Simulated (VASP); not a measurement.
# TaSi2 (P6/mmm) in VASP: further runs

The runs below take TaSi2 through relaxation of cell and atoms, single point, with PBE.

All numbers are computed with VASP 6.6.1; they aren't measurements. Logs are shortened: lines on timing, memory, paths and dates and some standing lists are left out, and cuts for length are marked.

### Step 1. The cell of the first run

It takes space group P6/mmm (No. 191, hexagonal). The conventional cell has a = 4.331 Å, b = 4.331 Å, c = 2.709 Å, α = 90.00°, β = 90.00°, γ = 120.00°. Within 3.6 Å of Ta (site symmetry 6/mmm) lie 2 Ta at 2.71 Å and 12 Si at 2.84 Å. Si (site symmetry -6m2) has 5 Si at 2.50 to 2.71 Å and 6 Ta at 2.84 Å within 3.3 Å.

### Step 2. Relaxation of cell and atoms, PBE

The input, INCAR:

```
ALGO = Normal ; EDIFF = 1E-6
EDIFFG = -0.04 ; ENCUT = 600
GGA = PE ; IBRION = 2
ISIF = 3 ; ISMEAR = 0
LASPH = T ; LCHARG = F
LREAL = F ; LWAVE = F
NELM = 80 ; NSW = 90
PREC = Accurate ; SIGMA = 0.1
```

The input, KPOINTS:

```
k-points
0
Gamma
  6 6 6
```

The input, POSCAR:

```
TaSi2
1.0
    4.3311293382      0.0000000000      0.0000000000
   -2.1655646691      3.7508680340      0.0000000000
    0.0000000000      0.0000000000      2.7086262175
Ta Si
1 2
Direct
    0.0000000000      0.0000000000      0.5000000000
    0.3333333333      0.6666666667      0.0000000000
    0.6666666667      0.3333333333      0.0000000000
```

Potentials or basis: VASP PAW PBE potentials, release 64 (Ta_pv, Si).

On the command line:

```console
cat potpaw_PBE.64/Ta_pv/POTCAR potpaw_PBE.64/Si/POTCAR > POTCAR
mpirun -np 1 vasp_std > vasp.out
```

OUTCAR:

```text
EDIFF = 1E-6
   EDIFFG = -0.04
   ENCUT = 600
   GGA = PE
   IBRION = 2
   ISIF = 3
   ISMEAR = 0
   LASPH = T
   LREAL = F
   NELM = 80
   NSW = 90
   PREC = Accurate

 ion  position               nearest neighbor table
   1  0.000  0.000  0.500-   2 2.84   3 2.84   2 2.84   3 2.84   3 2.84   3 2.84   2 2.84   2 2.84
                             3 2.84   3 2.84   2 2.84   2 2.84
   2  0.333  0.667  0.000-   3 2.50   3 2.50   3 2.50   1 2.84   1 2.84   1 2.84   1 2.84   1 2.84
                             1 2.84
   3  0.667  0.333  0.000-   2 2.50   2 2.50   2 2.50   1 2.84   1 2.84   1 2.84   1 2.84   1 2.84
                             1 2.84

  LATTYP: Found a hexagonal cell.
 ALAT       =     4.3311293382
 C/A-ratio  =     0.6253856687

  Lattice vectors:

 A1 = (   4.3311293382,   0.0000000000,   0.0000000000)
 A2 = (  -2.1655646691,   3.7508680340,   0.0000000000)
 A3 = (   0.0000000000,   0.0000000000,   2.7086262175)

Analysis of symmetry for initial positions (statically):
=====================================================================
 Subroutine PRICEL returns:
 Original cell was already a primitive cell.

 Routine SETGRP: Setting up the symmetry group for a
 hexagonal supercell.

 Subroutine GETGRP returns: Found 24 space group operations
 (whereof 24 operations were pure point group operations)
 out of a pool of 24 trial point group operations.

The static configuration has the point symmetry D_6h.

Analysis of symmetry for dynamics (positions and initial velocities):
=====================================================================
 Subroutine PRICEL returns:
 Original cell was already a primitive cell.

 Routine SETGRP: Setting up the symmetry group for a
 hexagonal supercell.

 Subroutine GETGRP returns: Found 24 space group operations
 (whereof 24 operations were pure point group operations)
 out of a pool of 24 trial point group operations.

The dynamic configuration has the point symmetry D_6h.

 Subroutine INISYM returns: Found 24 space group operations
 (whereof 24 operations are pure point group operations),
 and found     1 'primitive' translations

----------------------------------------------------------------------------------------

                                     Primitive cell

  volume of cell :      44.0030

  direct lattice vectors                    reciprocal lattice vectors
     4.331129338  0.000000000  0.000000000     0.230886663  0.133302477  0.000000000
    -2.165564669  3.750868034  0.000000000     0.000000000  0.266604954  0.000000000
     0.000000000  0.000000000  2.708626217     0.000000000  0.000000000  0.369190844

  length of vectors
     4.331129338  4.331129338  2.708626217     0.266604954  0.266604954  0.369190844

  position of ions in fractional coordinates (direct lattice)
     0.000000000  0.000000000  0.500000000
     0.333333333  0.666666667  0.000000000
     0.666666667  0.333333333  0.000000000

  ion indices of the primitive-cell ions
   primitive index   ion index
                 1           1
                 2           2
                 3           3

----------------------------------------------------------------------------------------

 KPOINTS: k-points

Automatic generation of k-mesh.
 Grid dimensions read from file:
 generate k-points for:    6    6    6

 Generating k-lattice:

  Cartesian coordinates                     Fractional coordinates (reciprocal lattice)
     0.038481111  0.022217080  0.000000000     0.166666667  0.000000000  0.000000000
     0.000000000  0.044434159  0.000000000     0.000000000  0.166666667  0.000000000
     0.000000000  0.000000000  0.061531807     0.000000000  0.000000000  0.166666667

  Length of vectors
     0.044434159  0.044434159  0.061531807

  Shift w.r.t. Gamma in fractional coordinates (k-lattice)
     0.000000000  0.000000000  0.000000000

 Subroutine IBZKPT returns following result:
 ===========================================

 Found     28 irreducible k-points:

 Following reciprocal coordinates:
            Coordinates               Weight
  0.000000  0.000000  0.000000      1.000000
  0.166667  0.000000  0.000000      6.000000
  0.333333 -0.000000  0.000000      6.000000
  0.500000 -0.000000  0.000000      3.000000
  0.166667  0.166667  0.000000      6.000000
  0.333333  0.166667  0.000000     12.000000
[... 16 lines left out ...]
  0.166667  0.000000  0.500000      6.000000
  0.333333 -0.000000  0.500000      6.000000
 [... further k-points ...]
   k-points           NKPTS =     28   k-points in BZ     NKDIM =     28   number of bands    NBANDS=     13
   number of dos      NEDOS =    301   number of ions     NIONS =      3
   total plane-waves  NPLWV =  31104
   dimension x,y,z NGX =    36 NGY =   36 NGZ =   24
   dimension x,y,z NGXF=    72 NGYF=   72 NGZF=   48
   ions per type =               1   2
   NGX,Y,Z   is equivalent  to a cutoff of  13.82, 13.82, 14.73 a.u.
   NGXF,Y,Z  is equivalent  to a cutoff of  27.64, 27.64, 29.46 a.u.
 SYSTEM =  unknown system
   PREC   = accura    normal or accurate (medium, high low for compatibility)
   ISTART =      0    job   : 0-new  1-cont  2-samecut
   ICHARG =      2    charge: 1-file 2-atom 10-const
   ISPIN  =      1    spin polarized calculation?
   LNONCOLLINEAR =      F non collinear calculations
   LSORBIT =      F    spin-orbit coupling
   LASPH  =      T    aspherical Exc in radial PAW
   ENCUT  =  600.0 eV  44.10 Ry    6.64 a.u.   8.65  8.65  5.41*2*pi/ulx,y,z
   NELM   =     80;   NELMIN=  2; NELMDL= -5     # of ELM steps
   EDIFF  = 0.1E-05   stopping-criterion for ELM
   LREAL  =      F    real-space projection
   EDIFFG = -.4E-01   stopping-criterion for IOM
   NSW    =     90    number of steps for IOM
   IBRION =      2    ionic relax: 0-MD 1-quasi-New 2-CG
   NFREE  =      1    steps in history (QN), initial steepest desc. (CG)
   ISIF   =      3    stress and relaxation
   ISYM   =      2    0-nonsym 1-usesym 2-fastsym
   POTIM  = 0.5000    time-step for ionic-motion
   TEBEG  =    0.0;   TEEND  =   0.0 temperature during run
   PSTRESS=    0.0 pullay stress
   NELECT =      19.0000    total number of electrons
   NUPDOWN=      -1.0000    fix difference up-down
   EMIN   =  10.00;   EMAX   =-10.00  energy-range for DOS
   EFERMI =   0.00;   METHOD = LEGACY
   ISMEAR =     0;   SIGMA  =   0.10  broadening in eV -4-tet -1-fermi 0-gaus
   EFERMI_NEDOS =   21; number of points for ismear=-14 and -15
   IALGO  =     38    algorithm
   IMIX   =      4    mixing-type and parameters
     AMIX     =   0.40;   BMIX     =  1.00
     AMIX_MAG =   1.60;   BMIX_MAG =  1.00
  volume/ion in A,a.u.               =      14.67        98.98
  Fermi-wavevector in a.u.,A,eV,Ry     =   1.237367  2.338285 20.831584  1.531078
  Thomas-Fermi vector in A             =   2.371938
   LORBIT       =      0    0 simple, 1 ext, 2 COOP (PROOUT), +10 PAW based schemes
   GGA     = PE    functional components
   LHFCALC =     F    Hartree Fock is set to
   AEXX    =    0.0000 exact exchange contribution
   IVDW    =     0    specifies the selected vdW correction
   LEPSILON=     F    determine dielectric tensor
   LRPA    =     F    only Hartree local field effects (RPA)
 conjugate gradient relaxation of ions
 non-spin polarized calculation
 Gauss-broadening in eV      SIGMA  =   0.10
  energy-cutoff  :      600.00
  volume of cell :       44.00
 maximum number of plane-waves:      1485
 NGX is ok and might be reduce to    36
   NGX = 17   NGY = 17   NGZ = 11

--------------------------------------- Ionic step        1  -------------------------------------------

 number of electron      18.9999999 magnetization

 Free energy of the ion-electron system (eV)
  ---------------------------------------------------
  ext. energy  EPLUGINS =         0.00000000
  ---------------------------------------------------
  free energy    TOTEN  =       -22.51906235 eV

  energy without entropy =      -22.50393492  energy(sigma->0) =      -22.51149864

------------------------ aborting loop because EDIFF is reached ----------------------------------------

  FORCE on cell =-STRESS in cart. coord.  units (eV):
  Direction    XX          YY          ZZ          XY          YZ          ZX
  --------------------------------------------------------------------------------------
  -------------------------------------------------------------------------------------
  Total        0.8540247      0.8540247     -0.5454494      0.0000000      0.0000000     -0.0000000
  in kB       31.0956030     31.0956030    -19.8601720      0.0000000      0.0000000     -0.0000000
  external PRESSURE =      14.1103446 kB  Pullay stress =       0.0000000 kB
[... 133 lines left out ...]
  energy  without entropy=      -22.5293747485  energy(sigma->0) =      -22.53642901

--------------------------------------- Ionic step        5  -------------------------------------------

 number of electron      19.0000002 magnetization

 Free energy of the ion-electron system (eV)
  ---------------------------------------------------
  ext. energy  EPLUGINS =         0.00000000
  ---------------------------------------------------
  free energy    TOTEN  =       -22.54796253 eV

  energy without entropy =      -22.53582438  energy(sigma->0) =      -22.54189346

 E-fermi :   9.2901     XC(G=0): -11.9408

 val. band max:        9.2673695544   @ k =   0.3333   0.1667   0.3333
 cond. band min:       9.2954590759   @ k =   0.1667   0.1667   0.1667
 fundamental gap:      0.0280895215
 Fermi energy:         9.2901309020

 k-point     1 :       0.0000    0.0000    0.0000
  band No.  band energies     occupation
      1     -25.4168      2.00000
      2     -25.4168      2.00000
      3     -24.5400      2.00000
      4      -4.1780      2.00000
      5       3.4150      2.00000
      6       3.4150      2.00000
      7       4.0594      2.00000
      8       5.6562      2.00000
      9       8.3452      2.00000
     10       8.3452      2.00000
     11      13.0231      0.00000
     12      13.0231      0.00000
     13      13.9266      0.00000
[... 353 lines left out ...]
 k-point    24 :       0.3333   -0.0000    0.5000
  band No.  band energies     occupation
      1     -26.0789      2.00000
      2     -25.2307      2.00000
      3     -25.2238      2.00000
      4       0.6894      2.00000
      5       2.9221      2.00000
      6       3.9653      2.00000
      7       4.4403      2.00000
      8       5.2251      2.00000
      9       8.5309      2.00000
     10       9.3269      0.60289
     11      10.4211      0.00000
     12      10.5485      0.00000
     13      12.7887      0.00000

 [... further k-points ...]
[... 5 lines left out ...]
  --------------------------------------------------------------------------------------
  -------------------------------------------------------------------------------------
  Total       -0.0848617     -0.0848617     -0.0267458      0.0000000     -0.0000000      0.0000000
  in kB       -3.0365171     -3.0365171     -0.9570168      0.0000000     -0.0000000      0.0000000
  external PRESSURE =      -2.3433504 kB  Pullay stress =       0.0000000 kB
[... 18 lines left out ...]
  FREE ENERGIE OF THE ION-ELECTRON SYSTEM (eV)
  ---------------------------------------------------
  free  energy   TOTEN  =       -22.5479625340 eV

  energy  without entropy=      -22.5358243828  energy(sigma->0) =      -22.54189346

 reached required accuracy - stopping structural energy minimisation
```

Run time: 48 s. Hardware: 1 thread of Intel Xeon Platinum 8488C (Sapphire Rapids), shared host; peak memory 0.19 GiB.

What came out:

```yaml
Free_energy: -22.5480 eV
Relaxed_volume: 14.93 Å³/atom
Relaxed_cell: a = 4.418 Å, b = 4.418 Å, c = 2.649 Å, α = 90.00°, β = 90.00°, γ = 120.00°
Space_group_after_relaxing_to_0.05_Å: P6/mmm (No. 191)
Energy_gained_by_relaxing: 9.6 meV/atom
Ionic_steps: 5
Pressure_after_relaxing: -0.2 GPa
```

Stress tensor (GPa, compression positive):
```
-0.30  0.00  0.00
 0.00 -0.30  0.00
 0.00  0.00 -0.10
```

Step by step:
| step | energy change (eV) | largest force (eV/Å) | pressure (GPa) | volume (Å³) |
| --- | --- | --- | --- | --- |
| 1 | 0.0000 | 0.0000 | 1.41 | 44.00 |
| 2 | -0.0220 | 0.0000 | -1.06 | 44.82 |
| 3 | -0.0241 | 0.0000 | -1.77 | 45.08 |
| 4 | -0.0244 | 0.0000 | 1.42 | 44.46 |
| 5 | -0.0289 | 0.0000 | -0.23 | 44.78 |

Final structure:
```xyz
3
Lattice="4.4178 0.0000 0.0000 -2.2089 3.8260 0.0000 0.0000 0.0000 2.6491" Properties=species:S:1:pos:R:3 pbc="T T T"
Ta    0.0000    0.0000    1.3245
Si    0.0000    2.5506    0.0000
Si    2.2089    1.2753    0.0000
```

Levels at points of the mesh, in eV from the Fermi level:
```tsv
k point	band 6	band 7	band 8	band 9	band 10	band 11	band 12	band 13
(0.00, 0.00, 0.00)	-5.88	-5.23	-3.63	-0.94	-0.94	3.73	3.73	4.64
(0.50, 0.00, 0.00)	-5.53	-5.31	-2.03	-1.49	2.76	3.01	3.21	3.56
(0.00, 0.00, 0.50)	-3.78	-3.78	-1.43	-1.43	-1.11	-1.11	-0.99	0.46
(0.50, 0.00, 0.50)	-5.24	-5.16	-5.07	0.10	0.70	0.97	1.69	2.15
```

Caveat: the k points lie up to 0.40 Å⁻¹ apart in the final cell; spin-orbit coupling is left out, which moves the levels of the heavy elements.

### Step 3. Single point, PBE

This run uses another cell than the first one, of 14.86 Å³/atom, 1.013 times its volume.

The input, INCAR:

```
ALGO     = Normal         # electronic algorithm
EDIFF    = 1E-6           # SCF threshold, eV
ENCUT    = 520            # plane-wave cutoff, eV
GGA      = PE             # functional
ISIF     = 2              # what is computed and relaxed
ISMEAR   = 0              # smearing method
LASPH    = T              # aspherical terms in the spheres
LCHARG   = F              # write CHGCAR
LREAL    = F              # projectors in reciprocal space
LWAVE    = F              # write WAVECAR
NBANDS   = 16             # bands
NELM     = 60             # most SCF steps
PREC     = Accurate       # precision mode
SIGMA    = 0.1            # smearing width, eV
```

The input, KPOINTS:

```
k-points
0
Gamma
  12 12 18
```

The input, POSCAR:

```
TaSi2
1.0
    4.4079379710      0.0000000000      0.0000000000
   -2.2039689855      3.8173862612      0.0000000000
    0.0000000000      0.0000000000      2.6487492587
Ta Si
1 2
Direct
    0.0000000000      0.0000000000      0.5000000000
    0.3333333333      0.6666666667      0.0000000000
    0.6666666667      0.3333333333      0.0000000000
```

Potentials or basis: VASP PAW PBE potentials, release 64 (Ta_pv, Si).

On the command line:

```console
cat potpaw_PBE.64/Ta_pv/POTCAR potpaw_PBE.64/Si/POTCAR > POTCAR
mpirun -np 1 vasp_std > vasp.out
```

It took 66 s on 1 thread of Intel Xeon Platinum 8488C (Sapphire Rapids), shared host; peak memory 0.27 GiB.

It converged, with:

```yaml
Free_energy: -22.5932 eV
Pressure: 0.1 GPa
```

Levels at points of the mesh, in eV from the Fermi level:
| k point | band 8 | band 9 | band 10 | band 11 | band 12 | band 13 |
| --- | --- | --- | --- | --- | --- | --- |
| (0.00, 0.00, 0.00) | -3.69 | -0.96 | -0.96 | 3.69 | 3.69 | 4.64 |
| (0.50, 0.00, 0.00) | -2.07 | -1.51 | 2.71 | 3.03 | 3.22 | 3.52 |
| (0.00, 0.00, 0.50) | -1.47 | -1.47 | -1.15 | -1.15 | -0.99 | 0.49 |
| (0.50, 0.00, 0.50) | -5.12 | 0.07 | 0.68 | 0.95 | 1.69 | 2.13 |

Caveat: spin-orbit coupling is left out, which moves the levels of the heavy elements.
